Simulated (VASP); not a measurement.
Runs of VASP 6.6.1 on CsPbCl3. The structure is that of space group Pm-3m (No. 221), or close to it. The cells are those of the table. 

| task | cell | k mesh | cutoff (eV) | gap on the mesh (eV) | pressure (GPa) | relaxed volume (Å³/atom) |
| --- | --- | --- | --- | --- | --- | --- |
| single point | a = 5.596 Å, 5 atoms | 3 × 3 × 3 | 520 | 4.19 | 0.0 | - |
| single point | a = 5.624 Å, 5 atoms | 4 × 4 × 4 | 520 | 1.85 | 0.0 | - |
| relaxation of cell and atoms | relaxed from a = 5.577 Å, 5 atoms | 4 × 4 × 4 | 600 | 1.85 | 0.0 | (a) |
| relaxation of cell and atoms | relaxed from a = 5.577 Å, 5 atoms | 3 × 3 × 3 | 600 | 4.19 | 0.0 | 35.05 |

Alike in all rows: level PBEsol; potentials or basis VASP PAW PBE potentials, release 64 (Cs_sv, Pb_d, Cl); no spin polarisation; smearing fermi-dirac 0.1 eV.

Estimate the missing entries.

(a) 35.60.

Caveats: the PAW data sets were made with another functional, which shifts forces and pressure a little; spin-orbit coupling is left out, which moves the levels of the heavy elements; an odd mesh through Γ misses points on the zone boundary, where band edges can lie (at least some runs).

A k mesh can miss the band edges, and the runs leave out spin-orbit coupling on Cs, Pb.
